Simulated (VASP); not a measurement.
Runs of VASP 6.6.1 on La. The structure is that of space group Im-3m (No. 229), or close to it. The cells are those of the table. This isn't the form of La at room conditions, which is double hcp.

| cell | k mesh | gap on the mesh (eV) | pressure (GPa) |
| --- | --- | --- | --- |
| a = 3.734 Å, angles 109.5°, 1 atom | 12 × 12 × 12 | none | -1.4 |
| a = 3.638 Å, angles 109.5°, 1 atom | 12 × 12 × 12 | none | (b) |
| a = 3.662 Å, angles 109.5°, 1 atom | 12 × 12 × 12 | none | (a) |
| a = 3.638 Å, angles 109.5°, 1 atom | 18 × 18 × 18 | none | 0.6 |
| a = 3.613 Å, angles 109.5°, 1 atom | 18 × 18 × 18 | none | 1.2 |
| a = 3.587 Å, angles 109.5°, 1 atom | 12 × 12 × 12 | none | 1.9 |
| a = 3.710 Å, angles 109.5°, 1 atom | 12 × 12 × 12 | none | -0.9 |

Alike in all rows: task single point; level PBE; potentials or basis VASP PAW PBE potentials, release 64 (La); no spin polarisation; cutoff (eV) 520; smearing fermi-dirac 0.0612256 eV.

Estimate the missing entries.

(a) 0.1; (b) 0.7.

Caveats: spin-orbit coupling is left out, which moves the levels of the heavy elements.

A k mesh can miss the band edges, and the runs leave out spin-orbit coupling on La.

A gap of «none» marks levels without a gap at the run's occupations.
